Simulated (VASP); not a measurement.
Here is a VASP 6.6.1 calculation.

The input INCAR:

```
PREC = Accurate
ENCUT = 520
EDIFF = 1E-6
ISMEAR = 0
SIGMA = 0.02
LREAL = Auto
LASPH = T
NELM = 60
ALGO = Normal
ISIF = 2
LWAVE = F
LCHARG = F
GGA = PE
NBANDS = 128
NELECT = 196.0
```

KPOINTS

```
regular mesh
0
Gamma
  2 2 1
```

POSCAR

```
Si22GeC24
1.0
   -3.0810000000     -5.3364490000      0.0000000000
    4.6215000000     -2.6682240000      0.0000000000
    0.0000000000      0.0000000000     15.1248000000
Si C Ge
22 24 1
Direct
    0.7496013906      0.5039428507     -0.0014139691
    0.7427808196      0.4962282170      0.5043455781
    0.4991705698      0.3403015310      0.1633110520
    0.4996025838      0.6642539350      0.6697430710
    0.4951773463      0.6824668190      0.3240136729
    0.4997829513      0.3303698524      0.8331460251
    0.4993622797      0.0061852610     -0.0017386015
    0.4988663565     -0.0049541828      0.5036922802
    0.2512605029      0.8434944519      0.1642774780
    0.2495209644      0.1624035684      0.6682600100
    0.2541225691      0.1603167014      0.3305355443
    0.2488121599      0.8308701211      0.8329521052
    0.2497747879      0.5051500858     -0.0015007802
    0.2570100034      0.4937948330      0.5035601793
    0.0015502219      0.3363886690      0.1658659288
    0.0002122998      0.6620580105      0.6662609754
   -0.0002276098      0.3316444302      0.8324409579
   -0.0003149111      0.0044188595     -0.0015584338
    0.0010573413     -0.0038514187      0.5015908310
    0.7478659042      0.8415278266      0.1632425553
    0.7502324898      0.1624689606      0.6678100867
    0.7507612002      0.8308954361      0.8329195758
    0.4990403891      0.3381887783      0.0398545435
    0.4991880864      0.6660959633      0.5468710330
    0.4995631907      0.6744488133      0.2033456971
    0.4999344653      0.3303224251      0.7090325822
    0.6830528943      0.4814352412      0.3834652359
    0.7499797930      0.4989487703      0.8739818708
    0.2491728075      0.8385401753      0.0391883529
    0.2501574577      0.1619262420      0.5441151619
    0.2521425820      0.1729757211      0.2071076642
    0.2484114858      0.8307873608      0.7089180683
    0.4944668042     -0.0075851512      0.3781392812
    0.4997567103     -0.0016656011      0.8738406458
    0.0002918241      0.3386026420      0.0399281313
    0.0004462718      0.6597375232      0.5384011028
   -0.0003517125      0.6750384884      0.1928664181
   -0.0002997428      0.3312921113      0.7082050672
    0.3153983740      0.4699431765      0.3823032371
    0.2494498130      0.4992121332      0.8740037554
    0.7498790910      0.8374279951      0.0384210700
    0.7497156617      0.1617463927      0.5430309161
    0.7487338512      0.1730139555      0.2019810510
    0.7513491359      0.8306389025      0.7086044774
    0.0088478214      0.0323687413      0.3795708373
   -0.0003127677      0.0003185898      0.8740379377
    0.7522133573      0.1608413618      0.3297668730
```

Potentials or basis: VASP PAW PBE potentials, release 64 (Si, C, Ge_d).

Run with:

```sh
$ cat potpaw_PBE.64/Si/POTCAR potpaw_PBE.64/C/POTCAR potpaw_PBE.64/Ge_d/POTCAR > POTCAR
$ mpirun -np 1 vasp_std > vasp.out
```

Question: What does it give for the largest force?

Answer: 0.036 eV/Å.

Forces on the atoms (eV/Å):
```
Si   0.000  0.002  0.002
Si   0.009  0.008 -0.003
Si   0.001  0.006 -0.002
Si  -0.001  0.000  0.010
Si   0.000  0.007  0.012
Si  -0.008  0.004  0.000
Si   0.002 -0.004  0.001
Si   0.007  0.003 -0.007
Si   0.004  0.000  0.003
Si   0.003  0.007  0.004
Si  -0.008 -0.004  0.003
Si  -0.008  0.004  0.003
Si  -0.002  0.002  0.001
Si  -0.008 -0.008  0.001
Si  -0.002  0.001  0.007
Si  -0.005  0.004  0.005
Si  -0.007  0.005 -0.001
Si  -0.001  0.001  0.002
Si  -0.006  0.003 -0.005
Si   0.002 -0.001  0.003
Si  -0.001 -0.003  0.008
Si  -0.007  0.005  0.003
C   -0.005 -0.006 -0.002
C    0.009 -0.009  0.006
C    0.000 -0.003  0.007
C    0.006 -0.005 -0.009
C   -0.017 -0.001 -0.010
C    0.003 -0.004 -0.001
C   -0.003  0.003  0.007
C    0.003 -0.004  0.001
C   -0.001  0.004  0.003
C    0.007 -0.010 -0.006
C    0.002 -0.013 -0.012
C    0.002 -0.004  0.000
C   -0.006  0.003  0.005
C   -0.009  0.004 -0.012
C    0.005 -0.002 -0.010
C    0.011 -0.003  0.001
C    0.002  0.010 -0.008
C    0.004 -0.002  0.001
C   -0.003 -0.001  0.000
C    0.002 -0.003 -0.006
C   -0.009  0.001  0.015
C    0.010 -0.001 -0.005
C    0.029  0.014 -0.016
C   -0.001 -0.002 -0.005
Ge  -0.008 -0.008  0.007
```

Caveat: the k points lie up to 0.59 Å⁻¹ apart; the cell carries a net charge on a neutralising background, which shifts energy and pressure.
